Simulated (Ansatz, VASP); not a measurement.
# Two plane-wave programs on Si4C5

```
C Si
1.0
     3.09201    0.00000    0.00000
    -1.54601    2.67776    0.00000
     0.00000    0.00000   25.23371
C Si
5 4
Direct
  0.33333 0.66667 0.15852
  0.66667 0.33333 0.25905
  0.33333 0.66667 0.36079
  0.66667 0.33333 0.46236
  0.44444 0.55556 0.60093
  0.66667 0.33333 0.18348
  0.33333 0.66667 0.28401
  0.66667 0.33333 0.38429
  0.33333 0.66667 0.48482
```

Alike in both runs: task single point; functional PBE; k mesh 9 × 9 × 1; occupations gaussian, width 0.05 eV; collinear spin.

|  | VASP | Ansatz |
| --- | --- | --- |
| version | VASP 6.6.1 | Ansatz 0.2.0 |
| potentials or method | VASP PAW PBE potentials, release 64 (C, Si), cutoff 520 eV | scalar-relativistic, plane waves, PAW |
| valence electrons in the cell | 36 | 36 |

```csv
,VASP,Ansatz,Ansatz less VASP
gap on the k mesh at the Fermi level (eV),none,none,-
rms of the force components (eV/Å),0.868,0.917,+0.0488
net moment per atom (μB),0.08,0.18,+0.100
size of the moment on the site where the two differ most (μB),0.00,0.41,+0.405
"work function, face that differs most (eV)",6.52,5.70,-0.819
```

The net moments are unlike, so the other rows may belong to different states. Site moments also hang on the region over which each program counts them. A gap of «none» marks a metal or a gap that the smearing closes. Ansatz's warnings: vacuum below fermi, xc potential rough in thin density.
